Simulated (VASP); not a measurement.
# AlBiS3 (R3c) in VASP: single point with PBE

Aim: the single point of AlBiS3 with PBE.

All numbers are computed with VASP 6.6.1; they aren't measurements. Logs are shortened: lines on timing, memory, paths and dates and some standing lists are left out, and cuts for length are marked.

## (1) The cell of the first run

Symmetry: R3c, No. 161, trigonal system. The conventional cell has a = 6.267 Å, b = 6.267 Å, c = 15.614 Å, α = 90.00°, β = 90.00°, γ = 120.00°. Bi (site symmetry 3) has 9 S at 2.63 to 3.37 Å and 1 Al at 3.47 Å within 3.5 Å. Within 2.9 Å of S (site symmetry 1) lie 2 Al at 2.16 to 2.33 Å and 1 Bi at 2.63 Å. Al (site symmetry 3) has 6 S at 2.16 to 2.33 Å within 2.9 Å.

## (2) Single point, PBE

INCAR

```
PREC = Accurate
ENCUT = 520
EDIFF = 1E-6
ISMEAR = -1
SIGMA = 0.1
LREAL = F
LASPH = T
NELM = 100
ALGO = Normal
ISIF = 2
LWAVE = F
LCHARG = F
GGA = PE
NBANDS = 47
```

KPOINTS

```
regular mesh
0
Gamma
  4 4 4
```

POSCAR

```
AlBiS3
1.0
    3.1333140000      5.4270530000      0.0000000000
   -3.1333140000      5.4270530000      0.0000000000
    0.0000000000     -3.6180350000      5.2045860000
Bi S Al
2 6 2
Direct
    0.0000000000      0.0000000000      0.0000000000
    0.5000000000      0.5000000000      0.5000000000
    0.4907000000      0.4354000000      0.8743000000
    0.9482000000      0.4907000000      0.8743000000
    0.4354000000      0.9482000000      0.8743000000
    0.4482000000      0.9354000000      0.3743000000
    0.9354000000      0.9907000000      0.3743000000
    0.9907000000      0.4482000000      0.3743000000
    0.2222000000      0.2222000000      0.6666000000
    0.7222000000      0.7222000000      0.1666000000
```

Potentials or basis: VASP PAW PBE potentials, release 64 (Bi_d, S, Al).

Launch:

```sh
$ cat potpaw_PBE.64/Bi_d/POTCAR potpaw_PBE.64/S/POTCAR potpaw_PBE.64/Al/POTCAR > POTCAR
$ mpirun -np 1 vasp_std > vasp.out
```

OUTCAR:

```text
PREC = Accurate
   ENCUT = 520
   EDIFF = 1E-6
   ISMEAR = -1
   LREAL = F
   LASPH = T
   NELM = 100
   ISIF = 2
   GGA = PE

 ion  position               nearest neighbor table
   1  0.000  0.000  0.000-   7 2.63   8 2.63   6 2.63   4 3.03   5 3.03   3 3.03   9 3.47
   2  0.500  0.500  0.500-   3 2.63   4 2.63   5 2.63   8 3.03   6 3.03   7 3.03  10 3.47
   3  0.491  0.435  0.874-   9 2.16  10 2.33   2 2.63   1 3.03
   4  0.948  0.491  0.874-   9 2.16  10 2.33   2 2.63   1 3.03
   5  0.435  0.948  0.874-   9 2.16  10 2.33   2 2.63   1 3.03
   6  0.448  0.935  0.374-  10 2.16   9 2.33   1 2.63   2 3.03
   7  0.935  0.991  0.374-  10 2.16   9 2.33   1 2.63   2 3.03
   8  0.991  0.448  0.374-  10 2.16   9 2.33   1 2.63   2 3.03
   9  0.222  0.222  0.667-   3 2.16   5 2.16   4 2.16   7 2.33   8 2.33   6 2.33   1 3.47
  10  0.722  0.722  0.167-   7 2.16   6 2.16   8 2.16   3 2.33   4 2.33   5 2.33   2 3.47

  LATTYP: Found a trigonal (rhomboedric) cell.
 ALAT       =     6.3386053812
 COS(alpha) =     0.5112909246

  Lattice vectors:

 A1 = (   3.1333140000,   1.8090180000,   5.2045860000)
 A2 = (  -3.1333140000,   1.8090180000,   5.2045860000)
 A3 = (   0.0000000000,  -3.6180350000,   5.2045860000)

Analysis of symmetry for initial positions (statically):
=====================================================================
 Subroutine PRICEL returns:
 Original cell was already a primitive cell.

 Routine SETGRP: Setting up the symmetry group for a
 trigonal (rhombohedral) supercell.

 Subroutine GETGRP returns: Found  6 space group operations
 (whereof  3 operations were pure point group operations)
 out of a pool of 12 trial point group operations.

The static configuration has the point symmetry C_3 .
 The point group associated with its full space group is C_3v.

Analysis of symmetry for dynamics (positions and initial velocities):
=====================================================================
 Subroutine PRICEL returns:
 Original cell was already a primitive cell.

 Routine SETGRP: Setting up the symmetry group for a
 trigonal (rhombohedral) supercell.

 Subroutine GETGRP returns: Found  6 space group operations
 (whereof  3 operations were pure point group operations)
 out of a pool of 12 trial point group operations.

The dynamic configuration has the point symmetry C_3 .
 The point group associated with its full space group is C_3v.

 Subroutine INISYM returns: Found  6 space group operations
 (whereof  3 operations are pure point group operations),
 and found     1 'primitive' translations

----------------------------------------------------------------------------------------

                                     Primitive cell

  volume of cell :     177.0044

  direct lattice vectors                    reciprocal lattice vectors
     3.133314000  5.427053000  0.000000000     0.159575453  0.092131033  0.064046074
    -3.133314000  5.427053000  0.000000000    -0.159575453  0.092131033  0.064046074
     0.000000000 -3.618035000  5.204586000     0.000000000  0.000000000  0.192138241

  length of vectors
     6.266622766  6.266622766  6.338603371     0.195075247  0.195075247  0.192138241

  position of ions in fractional coordinates (direct lattice)
     0.000000000  0.000000000  0.000000000
     0.500000000  0.500000000  0.500000000
     0.490700000  0.435400000  0.874300000
     0.948200000  0.490700000  0.874300000
     0.435400000  0.948200000  0.874300000
     0.448200000  0.935400000  0.374300000
     0.935400000  0.990700000  0.374300000
     0.990700000  0.448200000  0.374300000
     0.222200000  0.222200000  0.666600000
     0.722200000  0.722200000  0.166600000

  ion indices of the primitive-cell ions
   primitive index   ion index
                 1           1
                 2           2
                 3           3
                 4           4
                 5           5
                 6           6
                 7           7
                 8           8
                 9           9
                10          10

----------------------------------------------------------------------------------------

 KPOINTS: regular mesh

Automatic generation of k-mesh.
 Grid dimensions read from file:
 generate k-points for:    4    4    4

 Generating k-lattice:

  Cartesian coordinates                     Fractional coordinates (reciprocal lattice)
     0.039893863  0.023032758  0.016011519     0.250000000  0.000000000  0.000000000
    -0.039893863  0.023032758  0.016011519     0.000000000  0.250000000  0.000000000
     0.000000000  0.000000000  0.048034560     0.000000000  0.000000000  0.250000000

  Length of vectors
     0.048768812  0.048768812  0.048034560

  Shift w.r.t. Gamma in fractional coordinates (k-lattice)
     0.000000000  0.000000000  0.000000000

 Subroutine IBZKPT returns following result:
 ===========================================

 Found     13 irreducible k-points:

 Following reciprocal coordinates:
            Coordinates               Weight
  0.000000  0.000000  0.000000      1.000000
  0.250000  0.000000 -0.000000      6.000000
  0.500000  0.000000 -0.000000      3.000000
  0.250000  0.250000 -0.000000      6.000000
  0.500000  0.250000  0.000000     12.000000
 -0.250000  0.250000  0.000000      6.000000
  0.500000  0.500000 -0.000000      3.000000
  0.000000  0.000000  0.250000      2.000000
  0.250000  0.000000  0.250000      6.000000
  0.500000  0.000000  0.250000      6.000000
  0.250000  0.250000  0.250000      6.000000
  0.500000  0.250000  0.250000      6.000000
  0.000000  0.000000  0.500000      1.000000
   k-points           NKPTS =     13   k-points in BZ     NKDIM =     13   number of bands    NBANDS=     47
   number of dos      NEDOS =    301   number of ions     NIONS =     10
   total plane-waves  NPLWV = 110592
   dimension x,y,z NGX =    48 NGY =   48 NGZ =   48
   dimension x,y,z NGXF=    96 NGYF=   96 NGZF=   96
   ions per type =               2   6   2
   NGX,Y,Z   is equivalent  to a cutoff of  12.73, 12.73, 12.59 a.u.
   NGXF,Y,Z  is equivalent  to a cutoff of  25.47, 25.47, 25.18 a.u.
 SYSTEM =  unknown system
   PREC   = accura    normal or accurate (medium, high low for compatibility)
   ISTART =      0    job   : 0-new  1-cont  2-samecut
   ICHARG =      2    charge: 1-file 2-atom 10-const
   ISPIN  =      1    spin polarized calculation?
   LNONCOLLINEAR =      F non collinear calculations
   LSORBIT =      F    spin-orbit coupling
   LASPH  =      T    aspherical Exc in radial PAW
   ENCUT  =  520.0 eV  38.22 Ry    6.18 a.u.  11.65 11.65 11.79*2*pi/ulx,y,z
   NELM   =    100;   NELMIN=  2; NELMDL= -5     # of ELM steps
   EDIFF  = 0.1E-05   stopping-criterion for ELM
   LREAL  =      F    real-space projection
   EDIFFG = 0.1E-04   stopping-criterion for IOM
   NSW    =      0    number of steps for IOM
   IBRION =     -1    ionic relax: 0-MD 1-quasi-New 2-CG
   NFREE  =      0    steps in history (QN), initial steepest desc. (CG)
   ISIF   =      2    stress and relaxation
   ISYM   =      2    0-nonsym 1-usesym 2-fastsym
   POTIM  = 0.5000    time-step for ionic-motion
   TEBEG  =    0.0;   TEEND  =   0.0 temperature during run
   PSTRESS=    0.0 pullay stress
   NELECT =      72.0000    total number of electrons
   NUPDOWN=      -1.0000    fix difference up-down
   EMIN   =  10.00;   EMAX   =-10.00  energy-range for DOS
   EFERMI =   0.00;   METHOD = LEGACY
   ISMEAR =    -1;   SIGMA  =   0.10  broadening in eV -4-tet -1-fermi 0-gaus
   EFERMI_NEDOS =   21; number of points for ismear=-14 and -15
   IALGO  =     38    algorithm
   IMIX   =      4    mixing-type and parameters
     AMIX     =   0.40;   BMIX     =  1.00
     AMIX_MAG =   1.60;   BMIX_MAG =  1.00
  volume/ion in A,a.u.               =      17.70       119.45
  Fermi-wavevector in a.u.,A,eV,Ry     =   1.212991  2.292221 20.018896  1.471347
  Thomas-Fermi vector in A             =   2.348457
   LORBIT       =      0    0 simple, 1 ext, 2 COOP (PROOUT), +10 PAW based schemes
   GGA     = PE    functional components
   LHFCALC =     F    Hartree Fock is set to
   AEXX    =    0.0000 exact exchange contribution
   IVDW    =     0    specifies the selected vdW correction
   LEPSILON=     F    determine dielectric tensor
   LRPA    =     F    only Hartree local field effects (RPA)
 non-spin polarized calculation
  energy-cutoff  :      520.00
  volume of cell :      177.00
 maximum number of plane-waves:      4776
 NGX is ok and might be reduce to    48
   NGX = 23   NGY = 23   NGZ = 23

 number of electron      72.0000009 magnetization

 Free energy of the ion-electron system (eV)
  ---------------------------------------------------
  ext. energy  EPLUGINS =         0.00000000
  ---------------------------------------------------
  free energy    TOTEN  =       -42.75843575 eV

  energy without entropy =      -42.74860229  energy(sigma->0) =      -42.75351902

 E-fermi :   8.6188     XC(G=0): -10.7214

 val. band max:        8.3355735132   @ k =   0.0000   0.0000   0.0000
 cond. band min:       8.8013541659   @ k =   0.0000   0.0000   0.5000
 fundamental gap:      0.4657806527
 Fermi energy:         8.6187547633

 k-point     1 :       0.0000    0.0000    0.0000
  band No.  band energies     occupation
      1     -15.1536      2.00000
      2     -15.1536      2.00000
      3     -15.1382      2.00000
      4     -15.1382      2.00000
      5     -15.1331      2.00000
      6     -15.1331      2.00000
[... 39 lines left out ...]
     46      13.0528      0.00000
     47      13.0533      0.00000

 k-point     2 :       0.2500    0.0000   -0.0000
  band No.  band energies     occupation
      1     -15.1512      2.00000
      2     -15.1510      2.00000
      3     -15.1402      2.00000
      4     -15.1402      2.00000
      5     -15.1299      2.00000
      6     -15.1297      2.00000
[... 542 lines left out ...]
 k-point    13 :       0.0000    0.0000    0.5000
  band No.  band energies     occupation
      1     -15.1456      2.00000
      2     -15.1456      2.00000
      3     -15.1456      2.00000
      4     -15.1456      2.00000
      5     -15.1210      2.00000
      6     -15.1210      2.00000
[... 39 lines left out ...]
     46      14.5132      0.00000
     47      14.5132      0.00000

------------------------ aborting loop because EDIFF is reached ----------------------------------------

  FORCE on cell =-STRESS in cart. coord.  units (eV):
  Direction    XX          YY          ZZ          XY          YZ          ZX
  --------------------------------------------------------------------------------------
  -------------------------------------------------------------------------------------
  Total       24.0596192     24.0595656     23.7458520     -0.0000000      0.0000015      0.0000000
  in kB      217.7785814    217.7780963    214.9384791     -0.0000000      0.0000138      0.0000000
  external PRESSURE =     216.8317189 kB  Pullay stress =       0.0000000 kB

 VOLUME and BASIS-vectors are now :
 -----------------------------------------------------------------------------
  energy-cutoff  :      520.00
  volume of cell :      177.00
      direct lattice vectors                 reciprocal lattice vectors
     3.133314000  5.427053000  0.000000000     0.159575453  0.092131033  0.064046074
    -3.133314000  5.427053000  0.000000000    -0.159575453  0.092131033  0.064046074
     0.000000000 -3.618035000  5.204586000     0.000000000  0.000000000  0.192138241

 POSITION                                       TOTAL-FORCE (eV/Angst)
 -----------------------------------------------------------------------------------
      0.00000      0.00000      0.00000        -0.000000     -0.000000     -0.612061
      0.00000      3.61804      2.60229        -0.000000     -0.000000     -0.612061
      0.17327      1.86275      4.55037         0.684984      0.592138      0.573226
      1.43349      4.64574      4.55037        -0.855299      0.297144      0.573226
     -1.60676      4.34562      4.55037         0.170315     -0.889282      0.573226
     -1.52655      6.15464      1.94808        -0.170315     -0.889282      0.573226
     -0.17327      9.09882      1.94808        -0.684984      0.592138      0.573226
      1.69982      6.45476      1.94808         0.855299      0.297144      0.573226
      0.00000      0.00000      3.46938        -0.000000     -0.000000     -1.107616
      0.00000      7.23607      0.86708        -0.000000     -0.000000     -1.107616
 -----------------------------------------------------------------------------------
    total drift:                               -0.000000      0.000036     -0.001157

  FREE ENERGIE OF THE ION-ELECTRON SYSTEM (eV)
  ---------------------------------------------------
  free  energy   TOTEN  =       -42.7584357501 eV

  energy  without entropy=      -42.7486022865  energy(sigma->0) =      -42.75351902
```

It took 63 s on 1 thread of Intel Xeon 6975P-C (Granite Rapids), shared host; peak memory 0.36 GiB.

Results:

- Free energy: -42.7584 eV
- Pressure: 21.7 GPa
- Largest force: 1.108 eV/Å
- Band gap on the k mesh: 0.47 eV, indirect (least direct gap 1.29 eV)

Forces on the atoms (eV/Å):
```
Bi   0.000  0.000 -0.612
Bi   0.000  0.000 -0.612
S    0.685  0.592  0.573
S   -0.855  0.297  0.573
S    0.170 -0.889  0.573
S   -0.170 -0.889  0.573
S   -0.685  0.592  0.573
S    0.855  0.297  0.573
Al   0.000  0.000 -1.108
Al   0.000  0.000 -1.108
```

Stress tensor (GPa, compression positive):
```
21.78  0.00  0.00
 0.00 21.78  0.00
 0.00  0.00 21.49
```

Caveat: spin-orbit coupling is left out, which moves the levels of the heavy elements; forces of over 1 eV/Å act on the atoms, so gaps and moduli don't describe the material at rest. A k mesh can miss the band edges.
